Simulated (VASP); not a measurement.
Here is a VASP 6.6.1 calculation.

Contents of INCAR:

```
PREC = Accurate
ENCUT = 520
EDIFF = 1E-6
ISMEAR = -1
SIGMA = 0.1
LREAL = False
LASPH = True
NELM = 80
ALGO = Normal
ISIF = 2
LWAVE = False
LCHARG = False
NBANDS = 36
```

KPOINTS

```
Automatic mesh
0
Gamma
  9 9 9
```

Contents of POSCAR:

```
Ba2IrO4
1.0
   -1.9648108694      1.9648108694      6.5460402188
    1.9648108694     -1.9648108694      6.5460402188
    1.9648108694      1.9648108694     -6.5460402188
Ba Ir O
2 1 4
Direct
    0.3549070000      0.3549070000      0.0000000000
    0.6450930000      0.6450930000      0.0000000000
    0.0000000000      0.0000000000      0.0000000000
    0.5000000000      0.0000000000      0.5000000000
    0.1542060000      0.1542060000      0.0000000000
    0.8457940000      0.8457940000      0.0000000000
    0.0000000000      0.5000000000      0.5000000000
```

Potentials or basis: VASP PAW LDA potentials, release 64 (Ba_sv, Ir, O).

The run is started by

```bash
$ cat potpaw_LDA.64/Ba_sv/POTCAR potpaw_LDA.64/Ir/POTCAR potpaw_LDA.64/O/POTCAR > POTCAR
$ mpirun -np 1 vasp_std > vasp.out
```

**Question.** Predict the pressure.

**Answer.** 5.3 GPa.

**Question.** What does it give for the largest force?

**Answer.** 0.364 eV/Å.

Stress tensor (GPa, compression positive):
```
5.49 0.00 0.00
0.00 5.49 0.00
0.00 0.00 4.79
```

Caveat: the cell stands under pressure; an odd number of electrons without spin polarisation forces a metal; a magnetic or distorted state may lie lower.
